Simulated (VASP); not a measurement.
# Al2Cu (Fm-3m) in VASP: further runs

Runs on Al2Cu. Level: PBEsol. Tasks: single point.

Everything below comes from runs of VASP 6.6.1. Logs are shortened: lines on timing, memory, paths and dates and some standing lists are left out, and cuts for length are marked.

## Step 1: The cell of the first run

The structure is cubic, space group Fm-3m (No. 225). Conventional cell: a = 5.042 Å, b = 5.042 Å, c = 5.042 Å, α = 90.00°, β = 90.00°, γ = 90.00°. Al (site symmetry -43m) has 4 Cu at 2.18 Å and 6 Al at 2.52 Å within 2.9 Å. Within 2.9 Å of Cu (site symmetry m-3m) lie 8 Al at 2.18 Å.

## Step 2: Single point, PBEsol

Input file INCAR:

```
SYSTEM = Al2Cu
PREC = Accurate ; ENCUT = 520
EDIFF = 1E-6 ; ISMEAR = 0
SIGMA = 0.1 ; LREAL = .False.
LASPH = .True. ; NELM = 60
ALGO = Normal ; ISIF = 2
LWAVE = .False. ; LCHARG = .True.
GGA = PS ; LELF = .True.
LVHAR = .True. ; NBANDS = 16
```

Input file KPOINTS:

```
regular mesh
0
Gamma
  16 16 16
  0 0 0
```

Input file POSCAR:

```
Al2Cu
1.0
   -1.7824436363      1.7824436363      2.5207559646
    1.7824436363     -1.7824436363      2.5207559646
    1.7824436363      1.7824436363     -2.5207559646
Al Cu
2 1
Direct
    0.7500000000      0.2500000000      0.5000000000
    0.2500000000      0.7500000000      0.5000000000
    0.5000000000      0.5000000000      0.0000000000
```

Potentials or basis: VASP PAW PBE potentials, release 64 (Al, Cu).

Command:

```console
$ cat potpaw_PBE.64/Al/POTCAR potpaw_PBE.64/Cu/POTCAR > POTCAR
$ mpirun -np 1 vasp_std > vasp.out
```

OUTCAR:

```text
SYSTEM = Al2Cu
   PREC = Accurate
   ENCUT = 520
   EDIFF = 1E-6
   ISMEAR = 0
   LREAL = .False.
   LASPH = .True.
   NELM = 60
   ISIF = 2
   GGA = PS

 ion  position               nearest neighbor table
   1  0.750  0.250  0.500-   3 2.18   3 2.18   3 2.18   3 2.18   2 2.52   2 2.52   2 2.52   2 2.52
                             2 2.52   2 2.52
   2  0.250  0.750  0.500-   3 2.18   3 2.18   3 2.18   3 2.18   1 2.52   1 2.52   1 2.52   1 2.52
                             1 2.52   1 2.52
   3  0.500  0.500  0.000-   2 2.18   1 2.18   1 2.18   2 2.18   1 2.18   2 2.18   2 2.18   1 2.18

  LATTYP: Found a face centered cubic cell.
 ALAT       =     5.0415119292

  Lattice vectors:

 A1 = (   1.7824436363,  -1.7824436363,  -2.5207559646)
 A2 = (   1.7824436363,   1.7824436363,  -2.5207559646)
 A3 = (   3.5648872726,   0.0000000000,   0.0000000000)

Analysis of symmetry for initial positions (statically):
=====================================================================
 Subroutine PRICEL returns:
 Original cell was already a primitive cell.

 Routine SETGRP: Setting up the symmetry group for a
 face centered cubic supercell.

 Subroutine GETGRP returns: Found 48 space group operations
 (whereof 48 operations were pure point group operations)
 out of a pool of 48 trial point group operations.

The static configuration has the point symmetry O_h .

Analysis of symmetry for dynamics (positions and initial velocities):
=====================================================================
 Subroutine PRICEL returns:
 Original cell was already a primitive cell.

 Routine SETGRP: Setting up the symmetry group for a
 face centered cubic supercell.

 Subroutine GETGRP returns: Found 48 space group operations
 (whereof 48 operations were pure point group operations)
 out of a pool of 48 trial point group operations.

The dynamic configuration has the point symmetry O_h .

 Subroutine INISYM returns: Found 48 space group operations
 (whereof 48 operations are pure point group operations),
 and found     1 'primitive' translations

----------------------------------------------------------------------------------------

                                     Primitive cell

  volume of cell :      32.0348

  direct lattice vectors                    reciprocal lattice vectors
    -1.782443636  1.782443636  2.520755965     0.000000000  0.280513779  0.198353195
     1.782443636 -1.782443636  2.520755965     0.280513779  0.000000000  0.198353195
     1.782443636  1.782443636 -2.520755965     0.280513779  0.280513779  0.000000000

  length of vectors
     3.564887273  3.564887273  3.564887273     0.343557812  0.343557812  0.396706390

  position of ions in fractional coordinates (direct lattice)
     0.750000000  0.250000000  0.500000000
     0.250000000  0.750000000  0.500000000
     0.500000000  0.500000000  0.000000000

  ion indices of the primitive-cell ions
   primitive index   ion index
                 1           1
                 2           2
                 3           3

----------------------------------------------------------------------------------------

 KPOINTS: regular mesh

Automatic generation of k-mesh.
 Grid dimensions read from file:
 generate k-points for:   16   16   16

 Generating k-lattice:

  Cartesian coordinates                     Fractional coordinates (reciprocal lattice)
     0.000000000  0.017532111  0.012397075     0.062500000  0.000000000  0.000000000
     0.017532111  0.000000000  0.012397075     0.000000000  0.062500000  0.000000000
     0.017532111  0.017532111  0.000000000     0.000000000  0.000000000  0.062500000

  Length of vectors
     0.021472363  0.021472363  0.024794149

  Shift w.r.t. Gamma in fractional coordinates (k-lattice)
     0.000000000  0.000000000  0.000000000

 Subroutine IBZKPT returns following result:
 ===========================================

 Found    145 irreducible k-points:

 Following reciprocal coordinates:
            Coordinates               Weight
  0.000000  0.000000  0.000000      1.000000
  0.062500  0.000000  0.000000      8.000000
  0.125000  0.000000  0.000000      8.000000
  0.187500  0.000000 -0.000000      8.000000
  0.250000  0.000000  0.000000      8.000000
  0.312500  0.000000  0.000000      8.000000
[... 16 lines left out ...]
 -0.125000  0.062500  0.000000     24.000000
 -0.062500  0.062500  0.000000      6.000000
 [... further k-points ...]
   k-points           NKPTS =    145   k-points in BZ     NKDIM =    145   number of bands    NBANDS=     16
   number of dos      NEDOS =    301   number of ions     NIONS =      3
   total plane-waves  NPLWV =  21952
   dimension x,y,z NGX =    28 NGY =   28 NGZ =   28
   dimension x,y,z NGXF=    56 NGYF=   56 NGZF=   56
   ions per type =               2   1
   NGX,Y,Z   is equivalent  to a cutoff of  13.06, 13.06, 13.06 a.u.
   NGXF,Y,Z  is equivalent  to a cutoff of  26.12, 26.12, 26.12 a.u.
 SYSTEM =  Al2Cu
   PREC   = accura    normal or accurate (medium, high low for compatibility)
   ISTART =      0    job   : 0-new  1-cont  2-samecut
   ICHARG =      2    charge: 1-file 2-atom 10-const
   ISPIN  =      1    spin polarized calculation?
   LNONCOLLINEAR =      F non collinear calculations
   LSORBIT =      F    spin-orbit coupling
   LASPH  =      T    aspherical Exc in radial PAW
   ENCUT  =  520.0 eV  38.22 Ry    6.18 a.u.   6.63  6.63  6.63*2*pi/ulx,y,z
   NELM   =     60;   NELMIN=  2; NELMDL= -5     # of ELM steps
   EDIFF  = 0.1E-05   stopping-criterion for ELM
   LREAL  =      F    real-space projection
   EDIFFG = 0.1E-04   stopping-criterion for IOM
   NSW    =      0    number of steps for IOM
   IBRION =     -1    ionic relax: 0-MD 1-quasi-New 2-CG
   NFREE  =      0    steps in history (QN), initial steepest desc. (CG)
   ISIF   =      2    stress and relaxation
   ISYM   =      2    0-nonsym 1-usesym 2-fastsym
   POTIM  = 0.5000    time-step for ionic-motion
   TEBEG  =    0.0;   TEEND  =   0.0 temperature during run
   PSTRESS=    0.0 pullay stress
   NELECT =      17.0000    total number of electrons
   NUPDOWN=      -1.0000    fix difference up-down
   EMIN   =  10.00;   EMAX   =-10.00  energy-range for DOS
   EFERMI =   0.00;   METHOD = LEGACY
   ISMEAR =     0;   SIGMA  =   0.10  broadening in eV -4-tet -1-fermi 0-gaus
   EFERMI_NEDOS =   21; number of points for ismear=-14 and -15
   IALGO  =     38    algorithm
   IMIX   =      4    mixing-type and parameters
     AMIX     =   0.40;   BMIX     =  1.00
     AMIX_MAG =   1.60;   BMIX_MAG =  1.00
  volume/ion in A,a.u.               =      10.68        72.06
  Fermi-wavevector in a.u.,A,eV,Ry     =   1.325410  2.504662 23.901524  1.756712
  Thomas-Fermi vector in A             =   2.454873
   LORBIT       =      0    0 simple, 1 ext, 2 COOP (PROOUT), +10 PAW based schemes
   GGA     = PS    functional components
   LHFCALC =     F    Hartree Fock is set to
   AEXX    =    0.0000 exact exchange contribution
   IVDW    =     0    specifies the selected vdW correction
   LEPSILON=     F    determine dielectric tensor
   LRPA    =     F    only Hartree local field effects (RPA)
 non-spin polarized calculation
 Gauss-broadening in eV      SIGMA  =   0.10
  energy-cutoff  :      520.00
  volume of cell :       32.03
 maximum number of plane-waves:       887
   NGX = 13   NGY = 13   NGZ = 13

 number of electron      17.0000005 magnetization

 Free energy of the ion-electron system (eV)
  ---------------------------------------------------
  ext. energy  EPLUGINS =         0.00000000
  ---------------------------------------------------
  free energy    TOTEN  =        -9.97856177 eV

  energy without entropy =       -9.97540605  energy(sigma->0) =       -9.97698391

 E-fermi :  11.7503     XC(G=0): -12.3536

 val. band max:       11.7154356797   @ k =  -0.1875   0.1250   0.0000
 cond. band min:      11.7751774701   @ k =   0.2500   0.1875   0.0625
 fundamental gap:      0.0597417904
 Fermi energy:        11.7502902843

 k-point     1 :       0.0000    0.0000    0.0000
  band No.  band energies     occupation
      1      -1.2831      2.00000
      2       5.2495      2.00000
      3       5.2495      2.00000
      4       5.2495      2.00000
      5       6.0012      2.00000
      6       6.0012      2.00000
[... 8 lines left out ...]
     15      20.9139      0.00000
     16      20.9139      0.00000

 k-point     2 :       0.0625    0.0000    0.0000
  band No.  band energies     occupation
      1      -1.2138      2.00000
      2       5.2341      2.00000
      3       5.2616      2.00000
      4       5.2616      2.00000
      5       5.9974      2.00000
      6       5.9974      2.00000
[... 8 lines left out ...]
     15      20.6754      0.00000
     16      21.2812      0.00000

 k-point     3 :       0.1250    0.0000    0.0000
  band No.  band energies     occupation
      1      -1.0065      2.00000
      2       5.1880      2.00000
      3       5.2945      2.00000
      4       5.2946      2.00000
      5       5.9893      2.00000
      6       5.9893      2.00000
[... 8 lines left out ...]
     15      20.2756      0.00000
     16      21.9598      0.00000

 k-point     4 :       0.1875    0.0000   -0.0000
  band No.  band energies     occupation
      1      -0.6639      2.00000
      2       5.1087      2.00000
      3       5.3382      2.00000
      4       5.3382      2.00000
      5       5.9863      2.00000
      6       5.9863      2.00000
[... 8 lines left out ...]
     15      19.8460      0.00000
     16      22.8305      0.00000

 k-point     5 :       0.2500    0.0000    0.0000
  band No.  band energies     occupation
      1      -0.1913      2.00000
      2       4.9853      2.00000
      3       5.3776      2.00000
      4       5.3776      2.00000
      5       6.0004      2.00000
      6       6.0004      2.00000
[... 8 lines left out ...]
     15      19.4296      0.00000
     16      23.8086      0.00000

 k-point     6 :       0.3125    0.0000    0.0000
  band No.  band energies     occupation
      1       0.4022      2.00000
      2       4.7832      2.00000
      3       5.4008      2.00000
      4       5.4008      2.00000
      5       6.0375      2.00000
      6       6.0375      2.00000
[... 8 lines left out ...]
     15      20.3396      0.00000
     16      24.8837      0.00000
[... 267 lines left out ...]
 k-point    21 :      -0.2500    0.0625    0.0000
  band No.  band energies     occupation
      1      -0.3023      2.00000
      2       5.0271      2.00000
      3       5.3756      2.00000
      4       5.3766      2.00000
      5       5.9294      2.00000
      6       6.0486      2.00000
[... 8 lines left out ...]
     15      19.9640      0.00000
     16      23.7240      0.00000

 k-point    22 :      -0.1875    0.0625    0.0000
  band No.  band energies     occupation
      1      -0.7318      2.00000
      2       5.1285      2.00000
      3       5.3350      2.00000
      4       5.3351      2.00000
      5       5.9316      2.00000
      6       6.0315      2.00000
[... 8 lines left out ...]
     15      20.3931      0.00000
     16      22.7567      0.00000

 k-point    23 :      -0.1250    0.0625    0.0000
  band No.  band energies     occupation
      1      -1.0293      2.00000
      2       5.1931      2.00000
      3       5.2937      2.00000
      4       5.2940      2.00000
      5       5.9530      2.00000
      6       6.0228      2.00000
[... 8 lines left out ...]
     15      20.7965      0.00000
     16      21.9071      0.00000

 k-point    24 :      -0.0625    0.0625    0.0000
  band No.  band energies     occupation
      1      -1.1906      2.00000
      2       5.2281      2.00000
      3       5.2666      2.00000
      4       5.2666      2.00000
      5       5.9780      2.00000
      6       6.0135      2.00000
[... 8 lines left out ...]
     15      21.0027      0.00000
     16      21.0027      0.00000

 [... further k-points ...]

------------------------ aborting loop because EDIFF is reached ----------------------------------------

  FORCE on cell =-STRESS in cart. coord.  units (eV):
  Direction    XX          YY          ZZ          XY          YZ          ZX
  --------------------------------------------------------------------------------------
  -------------------------------------------------------------------------------------
  Total       18.0402038     18.0402038     18.0402038      0.0000000     -0.0000000      0.0000000
  in kB      902.2556606    902.2556606    902.2556606      0.0000000     -0.0000000      0.0000000
  external PRESSURE =     902.2556606 kB  Pullay stress =       0.0000000 kB

 VOLUME and BASIS-vectors are now :
 -----------------------------------------------------------------------------
  energy-cutoff  :      520.00
  volume of cell :       32.03
      direct lattice vectors                 reciprocal lattice vectors
    -1.782443636  1.782443636  2.520755965     0.000000000  0.280513779  0.198353195
     1.782443636 -1.782443636  2.520755965     0.280513779  0.000000000  0.198353195
     1.782443636  1.782443636 -2.520755965     0.280513779  0.280513779  0.000000000

 POSITION                                       TOTAL-FORCE (eV/Angst)
 -----------------------------------------------------------------------------------
      0.00000      1.78244      1.26038        -0.000000      0.000000      0.000000
      1.78244      0.00000      1.26038         0.000000     -0.000000     -0.000000
      0.00000      0.00000      2.52076         0.000000     -0.000000     -0.000000
 -----------------------------------------------------------------------------------
    total drift:                                0.000000     -0.000000      0.000000

  FREE ENERGIE OF THE ION-ELECTRON SYSTEM (eV)
  ---------------------------------------------------
  free  energy   TOTEN  =        -9.9785617748 eV

  energy  without entropy=       -9.9754060493  energy(sigma->0) =       -9.97698391
```

Run time: 2 min. Hardware: 1 thread of Intel Xeon 8259CL, shared host; peak memory 0.21 GiB.

Results:

| Item | Value |
| --- | --- |
| Free energy | -9.9786 eV |
| Pressure | 90.2 GPa |
| Band gap on the k mesh | zero (an odd number of electrons rules out a gap without spin polarisation) |

Caveat: the cell stands under pressure; the PAW data sets were made with another functional, which shifts forces and pressure a little.

## Step 3: Single point, PBEsol

This run uses another cell than the first one, of 11.96 Å³/atom.

Input file INCAR:

```
PREC = Accurate
ENCUT = 520
EDIFF = 1E-6
ISMEAR = 0
SIGMA = 0.1
LREAL = False
LASPH = True
NELM = 60
ALGO = Normal
ISIF = 2
LWAVE = False
LCHARG = False
GGA = PS
NBANDS = 16
```

Input file KPOINTS:

```
Automatic mesh
0
Gamma
  16 16 16
```

Input file POSCAR:

```
Al2Cu
1.0
   -1.8512718955      1.8512718955      2.6180938222
    1.8512718955     -1.8512718955      2.6180938222
    1.8512718955      1.8512718955     -2.6180938222
Al Cu
2 1
Direct
    0.7500000000      0.2500000000      0.5000000000
    0.2500000000      0.7500000000      0.5000000000
    0.5000000000      0.5000000000      0.0000000000
```

Potentials or basis: VASP PAW PBE potentials, release 64 (Al, Cu).

Command:

```console
$ cat potpaw_PBE.64/Al/POTCAR potpaw_PBE.64/Cu/POTCAR > POTCAR
$ mpirun -np 1 vasp_std > vasp.out
```

Run time: 2.3 min. Hardware: 1 thread of Intel Xeon 8259CL, shared host; peak memory 0.22 GiB.

It converged, with:

- Free energy: -11.6316 eV
- Pressure: 50.2 GPa
- Band gap on the k mesh: zero (an odd number of electrons rules out a gap without spin polarisation)

Levels at points of the mesh, in eV from the Fermi level:
| k point | band 7 | band 8 | band 9 | band 10 | band 11 | band 12 |
| --- | --- | --- | --- | --- | --- | --- |
| (0.00, 0.00, 0.00) | 2.91 | 2.91 | 2.91 | 3.96 | 3.96 | 3.96 |
| (0.50, 0.00, 0.00) | -4.98 | 0.63 | 0.63 | 3.53 | 3.53 | 5.30 |
| (0.50, 0.50, 0.00) | -4.62 | -2.49 | -2.49 | 1.33 | 1.54 | 9.76 |

Caveat: the cell stands under pressure; the PAW data sets were made with another functional, which shifts forces and pressure a little.

(Part 1 of 2 ends here.)
